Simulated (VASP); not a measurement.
# AgPt3 in VASP: a series of runs

AgPt3 is run at these levels: LDA; tasks: single point.

Program: VASP 6.6.1. These are calculated values, not measurements. Logs are shortened: lines on timing, memory, paths and dates and some standing lists are left out, and cuts for length are marked.

## 1. The cell of the first run

It takes space group Pm-3m (No. 221, cubic). The conventional cell has a = 3.900 Å, b = 3.900 Å, c = 3.900 Å, α = 90.00°, β = 90.00°, γ = 90.00°. Ag (site symmetry m-3m) has 12 Pt at 2.76 Å within 3.6 Å. Pt (site symmetry 4/mmm) has 4 Ag at 2.76 Å and 8 Pt at 2.76 Å within 3.6 Å.

## 2. Single point, LDA

File INCAR:

```
SYSTEM = AgPt3
ALGO = Normal ; EDIFF = 1E-6
ENCUT = 520 ; ISIF = 2
ISMEAR = -1 ; LASPH = .TRUE.
LCHARG = .TRUE. ; LELF = .TRUE.
LREAL = .FALSE. ; LVHAR = .TRUE.
LWAVE = .FALSE. ; NBANDS = 28
NELM = 100 ; PREC = Accurate
SIGMA = 0.08
```

File KPOINTS:

```
k-points
0
G
  9 9 9
  0 0 0
```

File POSCAR:

```
AgPt3
1.0
    3.9000000000      0.0000000000      0.0000000000
    0.0000000000      3.9000000000      0.0000000000
    0.0000000000      0.0000000000      3.9000000000
Ag Pt
1 3
Direct
    0.0000000000      0.0000000000      0.0000000000
    0.0000000000      0.5000000000      0.5000000000
    0.5000000000      0.0000000000      0.5000000000
    0.5000000000      0.5000000000      0.0000000000
```

Potentials or basis: VASP PAW LDA potentials, release 64 (Ag, Pt).

Started as:

```console
> cat potpaw_LDA.64/Ag/POTCAR potpaw_LDA.64/Pt/POTCAR > POTCAR
> mpirun -np 1 vasp_std > vasp.out
```

OUTCAR:

```text
SYSTEM = AgPt3
   EDIFF = 1E-6
   ENCUT = 520
   ISIF = 2
   ISMEAR = -1
   LASPH = .TRUE.
   LREAL = .FALSE.
   NELM = 100
   PREC = Accurate

 ion  position               nearest neighbor table
   1  0.000  0.000  0.000-   2 2.76   3 2.76   4 2.76   2 2.76   3 2.76   2 2.76   4 2.76   2 2.76
                             3 2.76   4 2.76   3 2.76   4 2.76
   2  0.000  0.500  0.500-   1 2.76   3 2.76   4 2.76   1 2.76   4 2.76   1 2.76   3 2.76   1 2.76
                             3 2.76   4 2.76   4 2.76   3 2.76
   3  0.500  0.000  0.500-   1 2.76   2 2.76   4 2.76   1 2.76   4 2.76   2 2.76   4 2.76   4 2.76
                             1 2.76   2 2.76   1 2.76   2 2.76
   4  0.500  0.500  0.000-   1 2.76   2 2.76   3 2.76   2 2.76   3 2.76   1 2.76   3 2.76   3 2.76
                             1 2.76   2 2.76   2 2.76   1 2.76

  LATTYP: Found a simple cubic cell.
 ALAT       =     3.9000000000

  Lattice vectors:

 A1 = (   3.9000000000,   0.0000000000,   0.0000000000)
 A2 = (   0.0000000000,   3.9000000000,   0.0000000000)
 A3 = (   0.0000000000,   0.0000000000,   3.9000000000)

Analysis of symmetry for initial positions (statically):
=====================================================================
 Subroutine PRICEL returns:
 Original cell was already a primitive cell.

 Routine SETGRP: Setting up the symmetry group for a
 simple cubic supercell.

 Subroutine GETGRP returns: Found 48 space group operations
 (whereof 48 operations were pure point group operations)
 out of a pool of 48 trial point group operations.

The static configuration has the point symmetry O_h .

Analysis of symmetry for dynamics (positions and initial velocities):
=====================================================================
 Subroutine PRICEL returns:
 Original cell was already a primitive cell.

 Routine SETGRP: Setting up the symmetry group for a
 simple cubic supercell.

 Subroutine GETGRP returns: Found 48 space group operations
 (whereof 48 operations were pure point group operations)
 out of a pool of 48 trial point group operations.

The dynamic configuration has the point symmetry O_h .

 Subroutine INISYM returns: Found 48 space group operations
 (whereof 48 operations are pure point group operations),
 and found     1 'primitive' translations

----------------------------------------------------------------------------------------

                                     Primitive cell

  volume of cell :      59.3190

  direct lattice vectors                    reciprocal lattice vectors
     3.900000000  0.000000000  0.000000000     0.256410256  0.000000000  0.000000000
     0.000000000  3.900000000  0.000000000     0.000000000  0.256410256  0.000000000
     0.000000000  0.000000000  3.900000000     0.000000000  0.000000000  0.256410256

  length of vectors
     3.900000000  3.900000000  3.900000000     0.256410256  0.256410256  0.256410256

  position of ions in fractional coordinates (direct lattice)
     0.000000000  0.000000000  0.000000000
     0.000000000  0.500000000  0.500000000
     0.500000000  0.000000000  0.500000000
     0.500000000  0.500000000  0.000000000

  ion indices of the primitive-cell ions
   primitive index   ion index
                 1           1
                 2           2
                 3           3
                 4           4

----------------------------------------------------------------------------------------

 KPOINTS: k-points

Automatic generation of k-mesh.
 Grid dimensions read from file:
 generate k-points for:    9    9    9

 Generating k-lattice:

  Cartesian coordinates                     Fractional coordinates (reciprocal lattice)
     0.028490028  0.000000000  0.000000000     0.111111111  0.000000000  0.000000000
     0.000000000  0.028490028  0.000000000     0.000000000  0.111111111  0.000000000
     0.000000000  0.000000000  0.028490028     0.000000000  0.000000000  0.111111111

  Length of vectors
     0.028490028  0.028490028  0.028490028

  Shift w.r.t. Gamma in fractional coordinates (k-lattice)
     0.000000000  0.000000000  0.000000000

 Subroutine IBZKPT returns following result:
 ===========================================

 Found     35 irreducible k-points:

 Following reciprocal coordinates:
            Coordinates               Weight
  0.000000  0.000000  0.000000      1.000000
  0.111111  0.000000  0.000000      6.000000
  0.222222  0.000000  0.000000      6.000000
  0.333333  0.000000  0.000000      6.000000
  0.444444  0.000000  0.000000      6.000000
  0.111111  0.111111  0.000000     12.000000
[... 16 lines left out ...]
  0.333333  0.333333  0.111111     24.000000
  0.444444  0.333333  0.111111     48.000000
 [... further k-points ...]
   k-points           NKPTS =     35   k-points in BZ     NKDIM =     35   number of bands    NBANDS=     28
   number of dos      NEDOS =    301   number of ions     NIONS =      4
   total plane-waves  NPLWV =  27000
   dimension x,y,z NGX =    30 NGY =   30 NGZ =   30
   dimension x,y,z NGXF=    60 NGYF=   60 NGZF=   60
   ions per type =               1   3
   NGX,Y,Z   is equivalent  to a cutoff of  12.79, 12.79, 12.79 a.u.
   NGXF,Y,Z  is equivalent  to a cutoff of  25.58, 25.58, 25.58 a.u.
 SYSTEM =  AgPt3
   PREC   = accura    normal or accurate (medium, high low for compatibility)
   ISTART =      0    job   : 0-new  1-cont  2-samecut
   ICHARG =      2    charge: 1-file 2-atom 10-const
   ISPIN  =      1    spin polarized calculation?
   LNONCOLLINEAR =      F non collinear calculations
   LSORBIT =      F    spin-orbit coupling
   LASPH  =      T    aspherical Exc in radial PAW
   ENCUT  =  520.0 eV  38.22 Ry    6.18 a.u.   7.25  7.25  7.25*2*pi/ulx,y,z
   NELM   =    100;   NELMIN=  2; NELMDL= -5     # of ELM steps
   EDIFF  = 0.1E-05   stopping-criterion for ELM
   LREAL  =      F    real-space projection
   EDIFFG = 0.1E-04   stopping-criterion for IOM
   NSW    =      0    number of steps for IOM
   IBRION =     -1    ionic relax: 0-MD 1-quasi-New 2-CG
   NFREE  =      0    steps in history (QN), initial steepest desc. (CG)
   ISIF   =      2    stress and relaxation
   ISYM   =      2    0-nonsym 1-usesym 2-fastsym
   POTIM  = 0.5000    time-step for ionic-motion
   TEBEG  =    0.0;   TEEND  =   0.0 temperature during run
   PSTRESS=    0.0 pullay stress
   NELECT =      41.0000    total number of electrons
   NUPDOWN=      -1.0000    fix difference up-down
   EMIN   =  10.00;   EMAX   =-10.00  energy-range for DOS
   EFERMI =   0.00;   METHOD = LEGACY
   ISMEAR =    -1;   SIGMA  =   0.08  broadening in eV -4-tet -1-fermi 0-gaus
   EFERMI_NEDOS =   21; number of points for ismear=-14 and -15
   IALGO  =     38    algorithm
   IMIX   =      4    mixing-type and parameters
     AMIX     =   0.40;   BMIX     =  1.00
     AMIX_MAG =   1.60;   BMIX_MAG =  1.00
  volume/ion in A,a.u.               =      14.83       100.08
  Fermi-wavevector in a.u.,A,eV,Ry     =   1.447454  2.735292 28.505890  2.095124
  Thomas-Fermi vector in A             =   2.565407
   LORBIT       =      0    0 simple, 1 ext, 2 COOP (PROOUT), +10 PAW based schemes
   GGA     = CA    functional components
   LHFCALC =     F    Hartree Fock is set to
   AEXX    =    0.0000 exact exchange contribution
   IVDW    =     0    specifies the selected vdW correction
   LEPSILON=     F    determine dielectric tensor
   LRPA    =     F    only Hartree local field effects (RPA)
 non-spin polarized calculation
  energy-cutoff  :      520.00
  volume of cell :       59.32
 maximum number of plane-waves:      1614
 NGX is ok and might be reduce to    30
   NGX = 15   NGY = 15   NGZ = 15

 number of electron      41.0000008 magnetization

 Free energy of the ion-electron system (eV)
  ---------------------------------------------------
  ext. energy  EPLUGINS =         0.00000000
  ---------------------------------------------------
  free energy    TOTEN  =       -26.24814196 eV

  energy without entropy =      -26.17847169  energy(sigma->0) =      -26.21330683

 E-fermi :  10.8681     XC(G=0): -13.6947

 val. band max:       10.8209655427   @ k =   0.4444   0.3333   0.2222
 cond. band min:      10.8749906682   @ k =   0.4444   0.4444   0.3333
 fundamental gap:      0.0540251255
 Fermi energy:        10.8681322893

 k-point     1 :       0.0000    0.0000    0.0000
  band No.  band energies     occupation
      1       1.0670      2.00000
      2       3.8063      2.00000
      3       3.8063      2.00000
      4       3.9832      2.00000
      5       4.2272      2.00000
      6       4.2272      2.00000
[... 20 lines left out ...]
     27      21.0779      0.00000
     28      22.2410      0.00000

 k-point     2 :       0.1111    0.0000    0.0000
  band No.  band energies     occupation
      1       1.2298      2.00000
      2       3.8819      2.00000
      3       3.9156      2.00000
      4       4.0899      2.00000
      5       4.2898      2.00000
      6       4.3235      2.00000
[... 20 lines left out ...]
     27      21.4544      0.00000
     28      22.2656      0.00000

 k-point     3 :       0.2222    0.0000    0.0000
  band No.  band energies     occupation
      1       1.7040      2.00000
      2       4.0643      2.00000
      3       4.2176      2.00000
      4       4.4013      2.00000
      5       4.4727      2.00000
      6       4.6094      2.00000
[... 20 lines left out ...]
     27      21.8384      0.00000
     28      21.8384      0.00000

 k-point     4 :       0.3333    0.0000    0.0000
  band No.  band energies     occupation
      1       2.4339      2.00000
      2       4.2183      2.00000
      3       4.6204      2.00000
      4       4.7587      2.00000
      5       4.8499      2.00000
      6       5.0720      2.00000
[... 578 lines left out ...]
     27      22.4173      0.00000
     28      23.0023      0.00000

 k-point    23 :       0.3333    0.3333    0.1111
  band No.  band energies     occupation
      1       3.5152      2.00000
      2       4.7958      2.00000
      3       4.7964      2.00000
      4       5.1781      2.00000
      5       5.6136      2.00000
      6       5.6499      2.00000
[... 20 lines left out ...]
     27      20.6949      0.00000
     28      22.4801      0.00000

 k-point    24 :       0.4444    0.3333    0.1111
  band No.  band energies     occupation
      1       4.0582      2.00000
      2       4.6267      2.00000
      3       4.9764      2.00000
      4       5.4224      2.00000
      5       5.6837      2.00000
      6       5.9214      2.00000
[... 20 lines left out ...]
     27      21.7590      0.00000
     28      22.8841      0.00000

 [... further k-points ...]
[... 5 lines left out ...]
  --------------------------------------------------------------------------------------
  -------------------------------------------------------------------------------------
  Total        1.0561406      1.0561406      1.0561406      0.0000000      0.0000000      0.0000000
  in kB       28.5258436     28.5258436     28.5258436      0.0000000      0.0000000      0.0000000
  external PRESSURE =      28.5258436 kB  Pullay stress =       0.0000000 kB

 VOLUME and BASIS-vectors are now :
 -----------------------------------------------------------------------------
  energy-cutoff  :      520.00
  volume of cell :       59.32
      direct lattice vectors                 reciprocal lattice vectors
     3.900000000  0.000000000  0.000000000     0.256410256  0.000000000  0.000000000
     0.000000000  3.900000000  0.000000000     0.000000000  0.256410256  0.000000000
     0.000000000  0.000000000  3.900000000     0.000000000  0.000000000  0.256410256

 POSITION                                       TOTAL-FORCE (eV/Angst)
 -----------------------------------------------------------------------------------
      0.00000      0.00000      0.00000         0.000000      0.000000      0.000000
      0.00000      1.95000      1.95000         0.000000      0.000000      0.000000
      1.95000      0.00000      1.95000         0.000000      0.000000      0.000000
      1.95000      1.95000      0.00000         0.000000      0.000000      0.000000
 -----------------------------------------------------------------------------------
    total drift:                                0.000000      0.000000     -0.000000

  FREE ENERGIE OF THE ION-ELECTRON SYSTEM (eV)
  ---------------------------------------------------
  free  energy   TOTEN  =       -26.2481419644 eV

  energy  without entropy=      -26.1784716923  energy(sigma->0) =      -26.21330683
```

Run time: 66 s. Hardware: 1 thread of Intel Xeon 8259CL, shared host; peak memory 0.18 GiB.

Results:

| Property | Result |
| --- | --- |
| Free energy | -26.2481 eV |
| Pressure | 2.9 GPa |
| Band gap on the k mesh | zero (an odd number of electrons rules out a gap without spin polarisation) |

Levels at points of the mesh, in eV from the Fermi level:
| k point | band 18 | band 19 | band 20 | band 21 | band 22 | band 23 |
| --- | --- | --- | --- | --- | --- | --- |
| (0.00, 0.00, 0.00) | 0.33 | 0.77 | 0.77 | 0.77 | 1.94 | 1.94 |

Caveat: spin-orbit coupling is left out, which moves the levels of the heavy elements.

## 3. Single point, LDA (zz strain of -2 %)

File INCAR:

```
SYSTEM = AgPt3
  PREC = Accurate
  ENCUT = 520
  EDIFF = 1E-6
  ISMEAR = -1
  SIGMA = 0.08
  LREAL = .False.
  LASPH = .True.
  NELM = 80
  ALGO = Normal
  ISIF = 2
  LWAVE = .False.
  LCHARG = .True.
  LELF = .True.
  LVHAR = .True.
  NBANDS = 28
```

File KPOINTS:

```
Automatic mesh
0
Gamma
  9 9 9
  0 0 0
```

Edit POSCAR of step 2 so:

```diff
@@ -4,3 +4,3 @@
     0.0000000000      3.9000000000      0.0000000000
-    0.0000000000      0.0000000000      3.9000000000
+    0.0000000000      0.0000000000      3.8220000000
 Ag Pt
```

Potentials or basis: VASP PAW LDA potentials, release 64 (Ag, Pt).

Started as:

```console
> cat potpaw_LDA.64/Ag/POTCAR potpaw_LDA.64/Pt/POTCAR > POTCAR
> mpirun -np 1 vasp_std > vasp.out
```

Wall time 2.4 min (1 thread of Intel Xeon 8259CL, shared host); peak memory 0.23 GiB.

It converged, with:

```
Free energy            : -26.1985 eV
Pressure               : 8.8 GPa
Band gap on the k mesh : zero (an odd number of electrons rules out a gap without spin polarisation)
```

Stress tensor (GPa, compression positive):
```
 8.02  0.00  0.00
 0.00  8.02  0.00
 0.00  0.00 10.33
```

Levels at points of the mesh, in eV from the Fermi level:
| k point | band 17 | band 18 | band 19 | band 20 | band 21 | band 22 | band 23 | band 24 | band 25 | band 26 |
| --- | --- | --- | --- | --- | --- | --- | --- | --- | --- | --- |
| (0.00, 0.00, 0.00) | -0.38 | 0.34 | 0.69 | 0.86 | 0.86 | 1.78 | 1.78 | 2.19 | 8.77 | 9.13 |

Caveat: the cell differs from its parent crystal (zz strain of -2 %); the cell stands under pressure; spin-orbit coupling is left out, which moves the levels of the heavy elements.

(Continued in part 2 of 2.)
